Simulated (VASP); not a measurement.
## Yb: single point with RPBE

Yb:

```
Yb
1.0
     0.00000    4.29904    4.29904
     4.29904    0.00000    4.29904
     4.29904    4.29904    0.00000
Yb
2
Cartesian
  1.0748 1.0748 1.0748
  7.5233 7.5233 7.5233
```

This cell differs from its parent crystal: volume scaled by 0.88.

```
Program                : VASP 6.6.1
Task                   : single point
Functional             : RPBE
Potentials or basis    : VASP PAW PBE potentials, release 64 (Yb)
Cutoff                 : 520 eV
k mesh                 : 7 × 7 × 7
Occupations            : fermi-dirac, width 0.1 eV
Spin                   : no spin polarisation
Dipole correction      : no
Further INCAR settings : ALGO = Normal; EDIFF = 1e-07; NBANDS = 31
```

The pressure is 0.3 GPa. The band gap on the k mesh is zero (band 24 reaches 0.56 eV, above the bottom of band 25 at -0.49 eV).

Levels at points of the mesh, in eV from the Fermi level:
| k point | band 22 | band 23 | band 24 | band 25 | band 26 | band 27 |
| --- | --- | --- | --- | --- | --- | --- |
| (0.00, 0.00, 0.00) | -0.52 | -0.52 | 0.93 | 0.93 | 0.93 | 1.17 |

It took 3.6 min on 1 thread of Intel(R) Xeon(R) Platinum 8559C (Emerald Rapids), with other jobs on the host, peak memory 0.35 GiB.

Caveat: the PAW data sets were made with another functional, which shifts forces and pressure a little; spin-orbit coupling is left out, which moves the levels of the heavy elements. Spin polarisation is off, so any magnetic state and its effect on volume and gap are missing.
